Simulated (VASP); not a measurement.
# NaCl (Fm-3m) in VASP: notebook

NaCl is run at these levels: PBEsol; tasks: single point, relaxation of cell and atoms.

Everything below comes from runs of VASP 6.6.1. Logs are shortened: lines on timing, memory, paths and dates and some standing lists are left out, and cuts for length are marked.

## (1) The cell of the first run

Symmetry: Fm-3m, No. 225, cubic system. Conventional cell: a = 5.602 Å, b = 5.602 Å, c = 5.602 Å, α = 90.00°, β = 90.00°, γ = 90.00°. Within 3.7 Å of Na (site symmetry m-3m) lie 6 Cl at 2.80 Å. Within 3.7 Å of Cl (site symmetry m-3m) lie 6 Na at 2.80 Å.

## (2) Single point, PBEsol

INCAR reads:

```
SYSTEM = NaCl
PREC     = Accurate       ! precision mode
ENCUT    = 520            ! plane-wave cutoff, eV
EDIFF    = 1E-6           ! SCF threshold, eV
ISMEAR   = -1             ! smearing method
SIGMA    = 0.1            ! smearing width, eV
LREAL    = .False.        ! projectors in reciprocal space
LASPH    = .True.         ! aspherical terms in the spheres
NELM     = 60             ! most SCF steps
ALGO     = Normal         ! electronic algorithm
ISIF     = 2              ! what is computed and relaxed
LWAVE    = .False.        ! write WAVECAR
LCHARG   = .False.        ! write CHGCAR
GGA      = PS             ! functional
NBANDS   = 14             ! bands
```

KPOINTS reads:

```
Automatic mesh
0
Gamma
  14 14 14
  0 0 0
```

POSCAR reads:

```
NaCl
1.0
    0.0000000000      2.8009542403      2.8009542403
    2.8009542403      0.0000000000      2.8009542403
    2.8009542403      2.8009542403      0.0000000000
Na Cl
1 1
Direct
    0.0000000000      0.0000000000      0.0000000000
    0.5000000000      0.5000000000      0.5000000000
```

Potentials or basis: VASP PAW PBE potentials, release 64 (Na_pv, Cl).

Run with:

```sh
$ cat potpaw_PBE.64/Na_pv/POTCAR potpaw_PBE.64/Cl/POTCAR > POTCAR
$ mpirun -np 1 vasp_std > vasp.out
```

OUTCAR:

```text
SYSTEM = NaCl
   PREC = Accurate
   ENCUT = 520
   EDIFF = 1E-6
   ISMEAR = -1
   LREAL = .False.
   LASPH = .True.
   NELM = 60
   ISIF = 2
   GGA = PS

 ion  position               nearest neighbor table
   1  0.000  0.000  0.000-
   2  0.500  0.500  0.500-

  LATTYP: Found a face centered cubic cell.
 ALAT       =     5.6019084806

  Lattice vectors:

 A1 = (   0.0000000000,   2.8009542403,   2.8009542403)
 A2 = (   2.8009542403,   0.0000000000,   2.8009542403)
 A3 = (   2.8009542403,   2.8009542403,   0.0000000000)

Analysis of symmetry for initial positions (statically):
=====================================================================
 Subroutine PRICEL returns:
 Original cell was already a primitive cell.

 Routine SETGRP: Setting up the symmetry group for a
 face centered cubic supercell.

 Subroutine GETGRP returns: Found 48 space group operations
 (whereof 48 operations were pure point group operations)
 out of a pool of 48 trial point group operations.

The static configuration has the point symmetry O_h .

Analysis of symmetry for dynamics (positions and initial velocities):
=====================================================================
 Subroutine PRICEL returns:
 Original cell was already a primitive cell.

 Routine SETGRP: Setting up the symmetry group for a
 face centered cubic supercell.

 Subroutine GETGRP returns: Found 48 space group operations
 (whereof 48 operations were pure point group operations)
 out of a pool of 48 trial point group operations.

The dynamic configuration has the point symmetry O_h .

 Subroutine INISYM returns: Found 48 space group operations
 (whereof 48 operations are pure point group operations),
 and found     1 'primitive' translations

----------------------------------------------------------------------------------------

                                     Primitive cell

  volume of cell :      43.9489

  direct lattice vectors                    reciprocal lattice vectors
     0.000000000  2.800954240  2.800954240    -0.178510592  0.178510592  0.178510592
     2.800954240  0.000000000  2.800954240     0.178510592 -0.178510592  0.178510592
     2.800954240  2.800954240  0.000000000     0.178510592  0.178510592 -0.178510592

  length of vectors
     3.961147474  3.961147474  3.961147474     0.309189415  0.309189415  0.309189415

  position of ions in fractional coordinates (direct lattice)
     0.000000000  0.000000000  0.000000000
     0.500000000  0.500000000  0.500000000

  ion indices of the primitive-cell ions
[... 85 lines left out ...]
   PSTRESS=    0.0 pullay stress
   NELECT =      14.0000    total number of electrons
   NUPDOWN=      -1.0000    fix difference up-down
   EMIN   =  10.00;   EMAX   =-10.00  energy-range for DOS
   EFERMI =   0.00;   METHOD = LEGACY
   ISMEAR =    -1;   SIGMA  =   0.10  broadening in eV -4-tet -1-fermi 0-gaus
   EFERMI_NEDOS =   21; number of points for ismear=-14 and -15
   IALGO  =     38    algorithm
   IMIX   =      4    mixing-type and parameters
     AMIX     =   0.40;   BMIX     =  1.00
     AMIX_MAG =   1.60;   BMIX_MAG =  1.00
  volume/ion in A,a.u.               =      21.97       148.29
  Fermi-wavevector in a.u.,A,eV,Ry     =   1.118068  2.112842 17.008313  1.250076
  Thomas-Fermi vector in A             =   2.254696
   LORBIT       =      0    0 simple, 1 ext, 2 COOP (PROOUT), +10 PAW based schemes
   GGA     = PS    functional components
   LHFCALC =     F    Hartree Fock is set to
   AEXX    =    0.0000 exact exchange contribution
   IVDW    =     0    specifies the selected vdW correction
   LEPSILON=     F    determine dielectric tensor
   LRPA    =     F    only Hartree local field effects (RPA)
 non-spin polarized calculation
  energy-cutoff  :      520.00
  volume of cell :       43.95
 maximum number of plane-waves:      1243
 NGX is ok and might be reduce to    30
   NGX = 15   NGY = 15   NGZ = 15

 number of electron      14.0000004 magnetization

 Free energy of the ion-electron system (eV)
  ---------------------------------------------------
  ext. energy  EPLUGINS =         0.00000000
  ---------------------------------------------------
  free energy    TOTEN  =        -6.99829125 eV

  energy without entropy =       -6.99829125  energy(sigma->0) =       -6.99829125

 E-fermi :   1.6102     XC(G=0):  -8.4234

 val. band max:       -0.6665164034   @ k =   0.0000   0.0000   0.0000
 cond. band min:       4.3403138982   @ k =   0.0000   0.0000   0.0000
 fundamental gap:      5.0068303016
 Fermi energy:         1.6102498138

 k-point     1 :       0.0000    0.0000    0.0000
  band No.  band energies     occupation
      1     -21.2802      2.00000
      2     -21.2802      2.00000
      3     -21.2802      2.00000
      4     -13.3580      2.00000
      5      -0.6665      2.00000
      6      -0.6665      2.00000
      7      -0.6665      2.00000
      8       4.3403      0.00000
      9      10.3503      0.00000
     10      10.3503      0.00000
     11      10.3503      0.00000
     12      12.5979      0.00000
     13      12.5979      0.00000
     14      14.0045      0.00000
[... 377 lines left out ...]
      1     -21.2962      2.00000
      2     -21.2834      2.00000
      3     -21.2829      2.00000
      4     -13.1533      2.00000
      5      -1.8172      2.00000
      6      -0.9341      2.00000
      7      -0.9281      2.00000
      8       6.1920      0.00000
      9       8.7426      0.00000
     10      10.2814      0.00000
     11      11.1219      0.00000
     12      11.8877      0.00000
     13      13.3891      0.00000
     14      16.2462      0.00000

 [... further k-points ...]

------------------------ aborting loop because EDIFF is reached ----------------------------------------

  FORCE on cell =-STRESS in cart. coord.  units (eV):
  Direction    XX          YY          ZZ          XY          YZ          ZX
  --------------------------------------------------------------------------------------
  -------------------------------------------------------------------------------------
  Total        0.0066206      0.0066206      0.0066206      0.0000000     -0.0000000      0.0000000
  in kB        0.2413559      0.2413559      0.2413559      0.0000000     -0.0000000      0.0000000
  external PRESSURE =       0.2413559 kB  Pullay stress =       0.0000000 kB

 VOLUME and BASIS-vectors are now :
 -----------------------------------------------------------------------------
  energy-cutoff  :      520.00
  volume of cell :       43.95
      direct lattice vectors                 reciprocal lattice vectors
     0.000000000  2.800954240  2.800954240    -0.178510592  0.178510592  0.178510592
     2.800954240  0.000000000  2.800954240     0.178510592 -0.178510592  0.178510592
     2.800954240  2.800954240  0.000000000     0.178510592  0.178510592 -0.178510592

 POSITION                                       TOTAL-FORCE (eV/Angst)
 -----------------------------------------------------------------------------------
      0.00000      0.00000      0.00000         0.000000     -0.000000      0.000000
      2.80095      2.80095      2.80095        -0.000000      0.000000     -0.000000
 -----------------------------------------------------------------------------------
    total drift:                               -0.000000      0.000000      0.000000

  FREE ENERGIE OF THE ION-ELECTRON SYSTEM (eV)
  ---------------------------------------------------
  free  energy   TOTEN  =        -6.9982912485 eV

  energy  without entropy=       -6.9982912484  energy(sigma->0) =       -6.99829125
```

OSZICAR:

```text
N       E                     dE             d eps       ncg     rms          rms(c)
DAV:   1     0.100559111053E+03    0.10056E+03   -0.70881E+03  2944   0.101E+03
DAV:   2     0.111729290483E+01   -0.99442E+02   -0.91355E+02  3214   0.271E+02
DAV:   3    -0.702721410775E+01   -0.81445E+01   -0.80942E+01  3818   0.724E+01
DAV:   4    -0.715716427645E+01   -0.12995E+00   -0.12991E+00  3452   0.981E+00
DAV:   5    -0.715995861485E+01   -0.27943E-02   -0.27942E-02  3834   0.148E+00    0.192E+00
DAV:   6    -0.700544274982E+01    0.15452E+00   -0.24935E-01  3648   0.350E+00    0.137E+00
DAV:   7    -0.699491948414E+01    0.10523E-01   -0.61593E-02  4060   0.163E+00    0.930E-01
DAV:   8    -0.699837176565E+01   -0.34523E-02   -0.75865E-03  3254   0.796E-01    0.286E-01
DAV:   9    -0.699826469807E+01    0.10707E-03   -0.19762E-04  3770   0.107E-01    0.174E-01
DAV:  10    -0.699830063531E+01   -0.35937E-04   -0.26654E-04  3404   0.105E-01    0.550E-02
DAV:  11    -0.699829194791E+01    0.86874E-05   -0.17248E-05  3812   0.320E-02    0.177E-02
DAV:  12    -0.699829124851E+01    0.69940E-06   -0.29514E-06  3536   0.113E-02
   1 F= -.69982912E+01 E0= -.69982912E+01  d E =-.654599E-10
```

It took 73 s on 1 thread of Oxide Virtual Turin-like, shared host; peak memory 0.17 GiB.

What came out:

* Free energy: -6.9983 eV
* Pressure: 0.0 GPa
* Band gap on the k mesh: 5.01 eV

Levels at points of the mesh, in eV from the valence-band top:
| k point | band 4 | band 5 | band 6 | band 7 | band 8 | band 9 | band 10 | band 11 |
| --- | --- | --- | --- | --- | --- | --- | --- | --- |
| (0.00, 0.00, 0.00) | -12.69 | 0.00 | 0.00 | 0.00 | 5.01 | 11.02 | 11.02 | 11.02 |
| (0.50, 0.00, 0.00) | -12.32 | -2.03 | -0.28 | -0.28 | 7.11 | 10.66 | 10.91 | 10.91 |
| (0.50, 0.50, 0.00) | -12.27 | -1.76 | -0.63 | -0.63 | 7.49 | 7.87 | 11.27 | 14.80 |

Caveat: the PAW data sets were made with another functional, which shifts forces and pressure a little.

## (3) Relaxation of cell and atoms, PBEsol

This run uses another cell than the first one, of 22.19 Å³/atom.

INCAR reads:

```
SYSTEM = NaCl
  ALGO = Normal
  EDIFF = 1E-6
  EDIFFG = -0.002
  ENCUT = 600
  GGA = PS
  IBRION = 2
  ISIF = 3
  ISMEAR = -1
  LASPH = .True.
  LCHARG = .False.
  LREAL = .False.
  LWAVE = .False.
  NELM = 80
  NSW = 100
  PREC = Accurate
  SIGMA = 0.1
```

KPOINTS reads:

```
k-points
0
Gamma
  14 14 14
  0 0 0
```

POSCAR reads:

```
NaCl
1.0
    0.0000000000      2.8100000000      2.8100000000
    2.8100000000      0.0000000000      2.8100000000
    2.8100000000      2.8100000000      0.0000000000
Na Cl
1 1
Direct
    0.0000000000      0.0000000000      0.0000000000
    0.5000000000      0.5000000000      0.5000000000
```

Potentials or basis: VASP PAW PBE potentials, release 64 (Na_pv, Cl).

Run with:

```sh
$ cat potpaw_PBE.64/Na_pv/POTCAR potpaw_PBE.64/Cl/POTCAR > POTCAR
$ mpirun -np 1 vasp_std > vasp.out
```

Wall time 1.9 min (1 thread of Oxide Virtual Turin-like, shared host); peak memory 0.18 GiB.

It converged, with:

| Property | Result |
| --- | --- |
| Free energy | -6.9987 eV |
| Relaxed volume | 22.02 Å³/atom |
| Relaxed cell | a = 3.964 Å, b = 3.964 Å, c = 3.964 Å, α = 60.00°, β = 60.00°, γ = 60.00° |
| Space group after relaxing (to 0.1 Å) | Fm-3m (No. 225) |
| Energy gained by relaxing | 0.1 meV/atom |
| Ionic steps | 4 |
| Pressure after relaxing | 0.0 GPa |
| Band gap on the k mesh | 5.00 eV |

The path:
```
step  energy change (eV)  largest force (eV/Å)  pressure (GPa)  volume (Å³)
   1              0.0000                0.0000           -0.19        44.38
   2             -0.0002                0.0000           -0.08        44.20
   3             -0.0002                0.0000           -0.05        44.15
   4             -0.0002                0.0000            0.01        44.04
```

Final structure:
```
Na Cl
1.0
     0.00000    2.80285    2.80285
     2.80285    0.00000    2.80285
     2.80285    2.80285    0.00000
Na Cl
1 1
Direct
  0.00000 0.00000 0.00000
  0.50000 0.50000 0.50000
```

Levels at points of the mesh, in eV from the valence-band top:
```
           k point  band 3  band 4  band 5  band 6  band 7  band 8  band 9  band 10  band 11
(0.00, 0.00, 0.00)  -20.62  -12.69    0.00    0.00    0.00    5.00   11.02    11.02    11.02
(0.50, 0.00, 0.00)  -20.62  -12.32   -2.03   -0.28   -0.28    7.11   10.65    10.91    10.91
(0.50, 0.50, 0.00)  -20.63  -12.27   -1.75   -0.63   -0.63    7.49    7.87    11.26    14.78
```

Caveat: the PAW data sets were made with another functional, which shifts forces and pressure a little.
